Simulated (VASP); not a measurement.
A run of VASP 6.6.1:

INCAR

```
SYSTEM = MgSe
PREC = Accurate ; ENCUT = 600
EDIFF = 1E-6 ; ISMEAR = 0
SIGMA = 0.02 ; LREAL = .FALSE.
LASPH = .TRUE. ; NELM = 120
ALGO = Normal ; ISIF = 2
LWAVE = .FALSE. ; LCHARG = .FALSE.
NBANDS = 11 ; GGA_COMPAT = .FALSE.
```

Contents of KPOINTS:

```
Automatic mesh
0
G
  10 10 10
  0 0 0
```

POSCAR

```
MgSe
1.0
    0.0000000000      2.6958605978      2.6958605978
    2.6958605978      0.0000000000      2.6958605978
    2.6958605978      2.6958605978      0.0000000000
Mg Se
1 1
Direct
    0.0000000000      0.0000000000      0.0000000000
    0.5000000000      0.5000000000      0.5000000000
```

Potentials or basis: VASP PAW LDA potentials, release 64 (Mg, Se).

Run with:

```sh
$ cat potpaw_LDA.64/Mg/POTCAR potpaw_LDA.64/Se/POTCAR > POTCAR
$ mpirun -np 1 vasp_std > vasp.out
```

Hardware: 1 thread of Intel Xeon 8259CL, on a shared host.

Problem. How long does it take, and how much memory?

Solution. Run time: 30 s on 1 thread of Intel Xeon 8259CL, with other jobs on the host, peak memory 0.16 GiB. Counts: scf iterations 12, k points 47.
